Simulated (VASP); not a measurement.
Here is a VASP 6.6.1 calculation.

Contents of INCAR:

```
PREC = Accurate
ENCUT = 520
EDIFF = 1E-6
ISMEAR = -1
SIGMA = 0.15
LREAL = False
LASPH = True
NELM = 80
ALGO = Normal
ISIF = 2
LWAVE = False
LCHARG = False
GGA = PS
NBANDS = 28
```

The input KPOINTS:

```
Automatic mesh
0
Gamma
  4 4 4
```

POSCAR

```
KSr3
1.0
    5.9836553178      0.0000000000      0.0000000000
    0.0000000000      5.9836553178      0.0000000000
    0.0000000000      0.0000000000      5.9836553178
K Sr
1 3
Direct
    0.0000000000      0.0000000000      0.0000000000
    0.5000000000      0.0000000000      0.5000000000
    0.0000000000      0.5000000000      0.5000000000
    0.5000000000      0.5000000000      0.0000000000
```

Potentials or basis: VASP PAW PBE potentials, release 64 (K_sv, Sr_sv).

Command:

```bash
$ cat potpaw_PBE.64/K_sv/POTCAR potpaw_PBE.64/Sr_sv/POTCAR > POTCAR
$ mpirun -np 1 vasp_std > vasp.out
```

What does it give for the pressure?

0.4 GPa.

Caveat: the PAW data sets were made with another functional, which shifts forces and pressure a little.
